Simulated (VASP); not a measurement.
# TiB2 (Fm-3m) in VASP: further runs

TiB2 is run at these levels: PBE; tasks: relaxation of cell and atoms.

Program: VASP 6.6.1. These are calculated values, not measurements. Logs are shortened: lines on timing, memory, paths and dates and some standing lists are left out, and cuts for length are marked.

### Step 1. The cell of the first run

Symmetry: Fm-3m, No. 225, cubic system. The conventional cell has a = 4.760 Å, b = 4.760 Å, c = 4.760 Å, α = 90.00°, β = 90.00°, γ = 90.00°. Ti (site symmetry m-3m) has 8 B at 2.06 Å within 2.7 Å. Within 2.7 Å of B (site symmetry -43m) lie 4 Ti at 2.06 Å and 6 B at 2.38 Å.

### Step 2. Relaxation of cell and atoms, PBE, target pressure 10 GPa, at which the enthalpy is minimised

INCAR

```
  ALGO = Normal
  EDIFF = 1E-7
  EDIFFG = -0.03
  ENCUT = 500
  GGA = PE
  GGA_COMPAT = False
  IBRION = 2
  ISIF = 3
  ISMEAR = 1
  LASPH = True
  LCHARG = False
  LREAL = False
  LWAVE = False
  NELM = 120
  NELMIN = 4
  NSW = 80
  PREC = Accurate
  PSTRESS = 100.0
  SIGMA = 0.05
```

KPOINTS

```
k-points
0
Gamma
  8 8 8
```

POSCAR

```
TiB2
1.0
    0.0000000000      2.3800000000      2.3800000000
    2.3800000000      0.0000000000      2.3800000000
    2.3800000000      2.3800000000      0.0000000000
Ti B
1 2
Direct
    0.0000000000      0.0000000000      0.0000000000
    0.2500000000      0.2500000000      0.2500000000
    0.7500000000      0.7500000000      0.7500000000
```

Potentials or basis: VASP PAW PBE potentials, release 64 (Ti_sv, B).

Command:

```console
$ cat potpaw_PBE.64/Ti_sv/POTCAR potpaw_PBE.64/B/POTCAR > POTCAR
$ mpirun -np 1 vasp_std > vasp.out
```

OUTCAR:

```text
EDIFF = 1E-7
   EDIFFG = -0.03
   ENCUT = 500
   GGA = PE
   IBRION = 2
   ISIF = 3
   ISMEAR = 1
   LASPH = True
   LREAL = False
   NELM = 120
   NELMIN = 4
   NSW = 80
   PREC = Accurate
   PSTRESS = 100.0

 ion  position               nearest neighbor table
   1  0.000  0.000  0.000-   3 2.06   3 2.06   3 2.06   2 2.06   3 2.06   2 2.06   2 2.06   2 2.06

   2  0.250  0.250  0.250-   1 2.06   1 2.06   1 2.06   1 2.06
   3  0.750  0.750  0.750-   1 2.06   1 2.06   1 2.06   1 2.06

  LATTYP: Found a face centered cubic cell.
 ALAT       =     4.7600000000

  Lattice vectors:

 A1 = (   0.0000000000,   2.3800000000,   2.3800000000)
 A2 = (   2.3800000000,   0.0000000000,   2.3800000000)
 A3 = (   2.3800000000,   2.3800000000,   0.0000000000)

Analysis of symmetry for initial positions (statically):
=====================================================================
 Subroutine PRICEL returns:
 Original cell was already a primitive cell.

 Routine SETGRP: Setting up the symmetry group for a
 face centered cubic supercell.

 Subroutine GETGRP returns: Found 48 space group operations
 (whereof 48 operations were pure point group operations)
 out of a pool of 48 trial point group operations.

The static configuration has the point symmetry O_h .

Analysis of symmetry for dynamics (positions and initial velocities):
=====================================================================
 Subroutine PRICEL returns:
 Original cell was already a primitive cell.

 Routine SETGRP: Setting up the symmetry group for a
 face centered cubic supercell.

 Subroutine GETGRP returns: Found 48 space group operations
 (whereof 48 operations were pure point group operations)
 out of a pool of 48 trial point group operations.

The dynamic configuration has the point symmetry O_h .

 Subroutine INISYM returns: Found 48 space group operations
 (whereof 48 operations are pure point group operations),
 and found     1 'primitive' translations

----------------------------------------------------------------------------------------

                                     Primitive cell

  volume of cell :      26.9625

  direct lattice vectors                    reciprocal lattice vectors
     0.000000000  2.380000000  2.380000000    -0.210084034  0.210084034  0.210084034
     2.380000000  0.000000000  2.380000000     0.210084034 -0.210084034  0.210084034
     2.380000000  2.380000000  0.000000000     0.210084034  0.210084034 -0.210084034

  length of vectors
     3.365828278  3.365828278  3.365828278     0.363876220  0.363876220  0.363876220

  position of ions in fractional coordinates (direct lattice)
     0.000000000  0.000000000  0.000000000
     0.250000000  0.250000000  0.250000000
     0.750000000  0.750000000  0.750000000

  ion indices of the primitive-cell ions
   primitive index   ion index
                 1           1
                 2           2
                 3           3

----------------------------------------------------------------------------------------

 KPOINTS: k-points

Automatic generation of k-mesh.
 Grid dimensions read from file:
 generate k-points for:    8    8    8

 Generating k-lattice:

  Cartesian coordinates                     Fractional coordinates (reciprocal lattice)
    -0.026260504  0.026260504  0.026260504     0.125000000  0.000000000  0.000000000
     0.026260504 -0.026260504  0.026260504     0.000000000  0.125000000  0.000000000
     0.026260504  0.026260504 -0.026260504     0.000000000  0.000000000  0.125000000

  Length of vectors
     0.045484528  0.045484528  0.045484528

  Shift w.r.t. Gamma in fractional coordinates (k-lattice)
     0.000000000  0.000000000  0.000000000

 Subroutine IBZKPT returns following result:
 ===========================================

 Found     29 irreducible k-points:

 Following reciprocal coordinates:
            Coordinates               Weight
  0.000000  0.000000  0.000000      1.000000
  0.125000  0.000000  0.000000      8.000000
  0.250000  0.000000  0.000000      8.000000
  0.375000  0.000000  0.000000      8.000000
  0.500000  0.000000  0.000000      4.000000
  0.125000  0.125000  0.000000      6.000000
[... 16 lines left out ...]
  0.500000  0.250000  0.125000     48.000000
 -0.375000  0.250000  0.125000     24.000000
 [... further k-points ...]
   k-points           NKPTS =     29   k-points in BZ     NKDIM =     29   number of bands    NBANDS=     13
   number of dos      NEDOS =    301   number of ions     NIONS =      3
   total plane-waves  NPLWV =  21952
   dimension x,y,z NGX =    28 NGY =   28 NGZ =   28
   dimension x,y,z NGXF=    56 NGYF=   56 NGZF=   56
   ions per type =               1   2
   NGX,Y,Z   is equivalent  to a cutoff of  13.83, 13.83, 13.83 a.u.
   NGXF,Y,Z  is equivalent  to a cutoff of  27.66, 27.66, 27.66 a.u.
 SYSTEM =  unknown system
   PREC   = accura    normal or accurate (medium, high low for compatibility)
   ISTART =      0    job   : 0-new  1-cont  2-samecut
   ICHARG =      2    charge: 1-file 2-atom 10-const
   ISPIN  =      1    spin polarized calculation?
   LNONCOLLINEAR =      F non collinear calculations
   LSORBIT =      F    spin-orbit coupling
   LASPH  =      T    aspherical Exc in radial PAW
   ENCUT  =  500.0 eV  36.75 Ry    6.06 a.u.   6.14  6.14  6.14*2*pi/ulx,y,z
   NELM   =    120;   NELMIN=  4; NELMDL= -5     # of ELM steps
   EDIFF  = 0.1E-06   stopping-criterion for ELM
   LREAL  =      F    real-space projection
   EDIFFG = -.3E-01   stopping-criterion for IOM
   NSW    =     80    number of steps for IOM
   IBRION =      2    ionic relax: 0-MD 1-quasi-New 2-CG
   NFREE  =      1    steps in history (QN), initial steepest desc. (CG)
   ISIF   =      3    stress and relaxation
   ISYM   =      2    0-nonsym 1-usesym 2-fastsym
   POTIM  = 0.5000    time-step for ionic-motion
   TEBEG  =    0.0;   TEEND  =   0.0 temperature during run
   PSTRESS=  100.0 pullay stress
   NELECT =      18.0000    total number of electrons
   NUPDOWN=      -1.0000    fix difference up-down
   EMIN   =  10.00;   EMAX   =-10.00  energy-range for DOS
   EFERMI =   0.00;   METHOD = LEGACY
   ISMEAR =     1;   SIGMA  =   0.05  broadening in eV -4-tet -1-fermi 0-gaus
   EFERMI_NEDOS =   21; number of points for ismear=-14 and -15
   IALGO  =     38    algorithm
   IMIX   =      4    mixing-type and parameters
     AMIX     =   0.40;   BMIX     =  1.00
     AMIX_MAG =   1.60;   BMIX_MAG =  1.00
  volume/ion in A,a.u.               =       8.99        60.65
  Fermi-wavevector in a.u.,A,eV,Ry     =   1.430799  2.703819 27.853664  2.047187
  Thomas-Fermi vector in A             =   2.550605
   LORBIT       =      0    0 simple, 1 ext, 2 COOP (PROOUT), +10 PAW based schemes
   GGA     = PE    functional components
   LHFCALC =     F    Hartree Fock is set to
   AEXX    =    0.0000 exact exchange contribution
   IVDW    =     0    specifies the selected vdW correction
   LEPSILON=     F    determine dielectric tensor
   LRPA    =     F    only Hartree local field effects (RPA)
 conjugate gradient relaxation of ions
 non-spin polarized calculation
 Methfessel and Paxton  Order N= 1 SIGMA  =   0.05
  energy-cutoff  :      500.00
  volume of cell :       26.96
 maximum number of plane-waves:       701
 NGX is ok and might be reduce to    28
   NGX = 13   NGY = 13   NGZ = 13

--------------------------------------- Ionic step        1  -------------------------------------------

 number of electron      18.0000003 magnetization

 Free energy of the ion-electron system (eV)
  ---------------------------------------------------
  ext. energy  EPLUGINS =         0.00000000
  ---------------------------------------------------
  free energy    TOTEN  =       -18.55312677 eV

  energy without entropy =      -18.55295240  energy(sigma->0) =      -18.55306865

------------------------ aborting loop because EDIFF is reached ----------------------------------------

  FORCE on cell =-STRESS in cart. coord.  units (eV):
  Direction    XX          YY          ZZ          XY          YZ          ZX
  --------------------------------------------------------------------------------------
  -------------------------------------------------------------------------------------
  Total        7.4765269      7.4765269      7.4765269      0.0000000     -0.0000000      0.0000000
  in kB      444.2726864    444.2726864    444.2726864      0.0000000     -0.0000000      0.0000000
  external PRESSURE =     344.2726864 kB  Pullay stress =     100.0000000 kB
[... 63 lines left out ...]
  enthalpy is  TOTEN    =       -17.0047457305 eV   P V=        2.1984166119

--------------------------------------- Ionic step        3  -------------------------------------------

 number of electron      18.0000004 magnetization

 Free energy of the ion-electron system (eV)
  ---------------------------------------------------
  ext. energy  EPLUGINS =         0.00000000
  ---------------------------------------------------
  free energy    TOTEN  =       -19.21338878 eV

  energy without entropy =      -19.21318188  energy(sigma->0) =      -19.21331982

 E-fermi :   7.3333     XC(G=0): -11.7442

 val. band max:        7.2825156939   @ k =  -0.3750   0.3750   0.0000
 cond. band min:       7.3531961281   @ k =  -0.3750   0.1250   0.0000
 fundamental gap:      0.0706804342
 Fermi energy:         7.3333068303

 k-point     1 :       0.0000    0.0000    0.0000
  band No.  band energies     occupation
      1     -49.0701      2.00000
      2     -25.3623      2.00000
      3     -25.3623      2.00000
      4     -25.3623      2.00000
      5      -3.7513      2.00000
      6       3.7065      2.00000
      7       3.7065      2.00000
      8       3.7065      2.00000
      9       8.6053      0.00000
     10       8.6053      0.00000
     11       8.6487      0.00000
     12      12.6052      0.00000
     13      12.6052      0.00000
[... 353 lines left out ...]
 k-point    24 :      -0.3750    0.2500    0.1250
  band No.  band energies     occupation
      1     -49.0543      2.00000
      2     -25.4988      2.00000
      3     -25.4278      2.00000
      4     -25.4014      2.00000
      5      -0.0246      2.00000
      6       0.7020      2.00000
      7       3.6695      2.00000
      8       4.9173      2.00000
      9       6.3060      2.00000
     10       7.6413     -0.00000
     11       8.6560      0.00000
     12      10.1153      0.00000
     13      10.3844      0.00000

 [... further k-points ...]

------------------------ aborting loop because EDIFF is reached ----------------------------------------

  FORCE on cell =-STRESS in cart. coord.  units (eV):
  Direction    XX          YY          ZZ          XY          YZ          ZX
  --------------------------------------------------------------------------------------
  -------------------------------------------------------------------------------------
  Total        1.8564231      1.8564231      1.8564231      0.0000000      0.0000000      0.0000000
  in kB       95.4482048     95.4482048     95.4482048      0.0000000      0.0000000      0.0000000
  external PRESSURE =      -4.5517952 kB  Pullay stress =     100.0000000 kB
[... 18 lines left out ...]
  FREE ENERGIE OF THE ION-ELECTRON SYSTEM (eV)
  ---------------------------------------------------
  free  energy   TOTEN  =       -19.2133887833 eV

  energy  without entropy=      -19.2131818815  energy(sigma->0) =      -19.21331982

  enthalpy is  TOTEN    =       -17.2684353463 eV   P V=        1.9449534370

 reached required accuracy - stopping structural energy minimisation
```

Wall time 44 s (1 thread of Intel Xeon Platinum 8488C (Sapphire Rapids), shared host); peak memory 0.16 GiB.

What came out:

- Free energy: -19.2134 eV
- Relaxed volume: 10.39 Å³/atom
- Relaxed cell: a = 3.532 Å, b = 3.532 Å, c = 3.532 Å, α = 60.00°, β = 60.00°, γ = 60.00°
- Space group after relaxing (to 0.1 Å): Fm-3m (No. 225)
- Energy change on relaxing (the run minimises the enthalpy): -220.1 meV/atom
- Ionic steps: 3
- Pressure after relaxing: 9.5 GPa
- Band gap on the k mesh: zero (bands 9 and 10 overlap by 1.69 eV)

Step by step:
```tsv
step	energy change (eV)	largest force (eV/Å)	pressure (GPa)	volume (Å³)
1	0.0000	0.0000	44.43	26.96
2	-0.6500	0.0000	-8.69	35.22
3	-0.6603	0.0000	9.54	31.16
```

Final structure:
```
Ti B
1.0
     0.00000    2.49764    2.49764
     2.49764    0.00000    2.49764
     2.49764    2.49764    0.00000
Ti B
1 2
Direct
  0.00000 0.00000 0.00000
  0.25000 0.25000 0.25000
  0.75000 0.75000 0.75000
```

Levels at points of the mesh, in eV from the Fermi level:
```csv
k point,band 7,band 8,band 9,band 10,band 11,band 12
"(0.00, 0.00, 0.00)",-3.63,-3.63,1.27,1.27,1.32,5.27
"(0.50, 0.00, 0.00)",-2.65,-2.65,0.86,1.64,1.64,1.80
"(0.50, 0.50, 0.00)",-5.63,-1.77,-1.77,0.69,0.69,2.23
```

Caveat: the cell is relaxed towards a set pressure, so the run minimises the enthalpy, not the energy; the volume moved by over 15 % at a fixed basis, so the end points are rough.

### Step 3. Relaxation of cell and atoms, PBE, target pressure 20 GPa, at which the enthalpy is minimised

INCAR

```
SYSTEM = TiB2
PREC = Accurate
ENCUT = 500
EDIFF = 1E-7
ISMEAR = 1
SIGMA = 0.05
LREAL = .FALSE.
LASPH = .TRUE.
NELM = 120
ALGO = Normal
ISIF = 3
LWAVE = .FALSE.
LCHARG = .FALSE.
GGA = PE
IBRION = 2
NSW = 80
EDIFFG = -0.03
PSTRESS = 200.0
GGA_COMPAT = .FALSE.
NELMIN = 4
```

KPOINTS

```
Automatic mesh
0
G
  8 8 8
  0 0 0
```

POSCAR is that of step 2.

Potentials or basis: VASP PAW PBE potentials, release 64 (Ti_sv, B).

Command:

```console
$ cat potpaw_PBE.64/Ti_sv/POTCAR potpaw_PBE.64/B/POTCAR > POTCAR
$ mpirun -np 1 vasp_std > vasp.out
```

Run time: 48 s. Hardware: 1 thread of Intel Xeon Platinum 8488C (Sapphire Rapids), shared host; peak memory 0.16 GiB.

It converged, with:

| Item | Value |
| --- | --- |
| Free energy | -19.0778 eV |
| Relaxed volume | 9.88 Å³/atom |
| Relaxed cell | a = 3.474 Å, b = 3.474 Å, c = 3.474 Å, α = 60.00°, β = 60.00°, γ = 60.00° |
| Space group after relaxing (to 0.1 Å) | Fm-3m (No. 225) |
| Energy change on relaxing (the run minimises the enthalpy) | -174.9 meV/atom |
| Ionic steps | 3 |
| Pressure after relaxing | 19.7 GPa |
| Band gap on the k mesh | zero (bands 9 and 10 overlap by 1.74 eV) |

The path:
```csv
step,energy change (eV),largest force (eV/Å),pressure (GPa),volume (Å³)
1,0.0000,0.0000,44.43,26.96
2,-0.7112,0.0000,1.57,32.67
3,-0.5246,0.0000,19.67,29.65
```

Final structure:
```cif
data_structure
_symmetry_space_group_name_H-M 'P 1'
_symmetry_Int_Tables_number 1
_cell_length_a 3.4743
_cell_length_b 3.4743
_cell_length_c 3.4743
_cell_angle_alpha 60.000
_cell_angle_beta 60.000
_cell_angle_gamma 60.000
_cell_volume 29.65
loop_
_atom_site_label
_atom_site_type_symbol
_atom_site_fract_x
_atom_site_fract_y
_atom_site_fract_z
_atom_site_occupancy
Ti1 Ti 0.00000 0.00000 0.00000 1
B1 B 0.25000 0.25000 0.25000 1
B2 B 0.75000 0.75000 0.75000 1
```

Levels at points of the mesh, in eV from the Fermi level:
```tsv
k point	band 6	band 7	band 8	band 9	band 10	band 11	band 12	band 13
(0.00, 0.00, 0.00)	-3.82	-3.82	-3.82	1.32	1.32	1.70	5.47	5.47
(0.50, 0.00, 0.00)	-6.98	-2.81	-2.81	0.98	1.75	1.75	1.89	1.89
(0.50, 0.50, 0.00)	-6.04	-5.74	-1.79	-1.79	0.74	0.74	2.36	2.63
```

Caveat: the cell is relaxed towards a set pressure, so the run minimises the enthalpy, not the energy.
